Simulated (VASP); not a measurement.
Runs of VASP 6.6.1 on SiC. Symmetry: F-43m, No. 216, cubic system. Conventional cell: a = 4.356 Å, b = 4.356 Å, c = 4.356 Å, α = 90.00°, β = 90.00°, γ = 90.00°. Si (site symmetry -43m) has 4 C at 1.89 Å within 2.5 Å. Within 2.5 Å of C (site symmetry -43m) lie 4 Si at 1.89 Å. 

```tsv
level	potentials or basis	k mesh	grid for exact exchange (PRECFOCK)	share of exact exchange	screening parameter	gap on the mesh (eV)	pressure (GPa)
PBE	VASP PAW PBE potentials, release 64 (Si, C)	8 × 8 × 8	-	-	-	1.35	3.5
LDA	VASP PAW LDA potentials, release 64 (Si, C)	6 × 6 × 6	-	-	-	(b)	-3.7
HSE06	VASP PAW PBE potentials, release 64 (Si, C)	6 × 6 × 6	Normal	0.25	0.2079 1/Å	(a)	-1.5
r2SCAN	VASP PAW PBE potentials, release 64 (Si, C)	6 × 6 × 6	-	-	-	1.72	-0.1
PBE	VASP PAW PBE potentials, release 64 (Si, C)	6 × 6 × 6	-	-	-	1.35	3.5
```

Alike in all rows: no spin polarisation; cell as given; smearing gaussian 0.01 eV.

Task: Fill in the values left out.

Result: (a) 2.23; (b) 1.30.

Caveats: the cell stands under pressure (at least some runs); the PAW data sets were made with another functional, which shifts forces and pressure a little (at least some runs); the cell stands under tension (at least some runs).

A k mesh can miss the band edges.
